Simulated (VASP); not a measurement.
Input of a VASP 6.6.1 run:

File POSCAR:

```
CdSe
1.0
   -0.0205015423      3.0626183276      3.0626183276
    3.0626183276     -0.0205015423      3.0626183276
    3.0626183276      3.0626183276     -0.0205015423
Cd Se
1 1
Direct
   -0.0007119369     -0.0007119369     -0.0007119369
    0.2507119369      0.2507119369      0.2507119369
```

INCAR.step1

```
ALGO = Normal
EDIFF = 1E-4
ENCUT = 520
GGA = PE
ISMEAR = 0
LASPH = T
LCHARG = F
LREAL = F
LWAVE = T
NBANDS = 16
NELM = 100
PREC = Accurate
SIGMA = 0.01
```

The input INCAR.step2:

```
ALGO = Normal
EDIFF = 1E-7
ENCUT = 520
ISIF = 2
ISMEAR = 0
ISTART = 1
LASPH = T
LCHARG = F
LMIXTAU = T
LREAL = F
LWAVE = F
METAGGA = R2SCAN
NBANDS = 16
NELM = 100
PREC = Accurate
SIGMA = 0.01
```

The input KPOINTS:

```
k-points
0
Gamma
  8 8 8
```

Potentials or basis: VASP PAW PBE potentials, release 64 (Cd, Se).

Run with:

```console
$ cat potpaw_PBE.64/Cd/POTCAR potpaw_PBE.64/Se/POTCAR > POTCAR
$ cp INCAR.step1 INCAR
$ mpirun -np 1 vasp_std > vasp.out
$ cp INCAR.step2 INCAR
$ mpirun -np 1 vasp_std > vasp.out
```

Task: What does it give for the pressure?

Result: -0.1 GPa.

Task: Predict the band gap on the k mesh.

Result: 0.99 eV, direct.

Stress tensor (GPa, compression positive):
```
-0.07  0.15  0.15
 0.15 -0.07  0.15
 0.15  0.15 -0.07
```

Caveat: the cell differs from its parent crystal (epitaxial 111 strain +0.5%); the PAW data sets were made with another functional, which shifts forces and pressure a little.
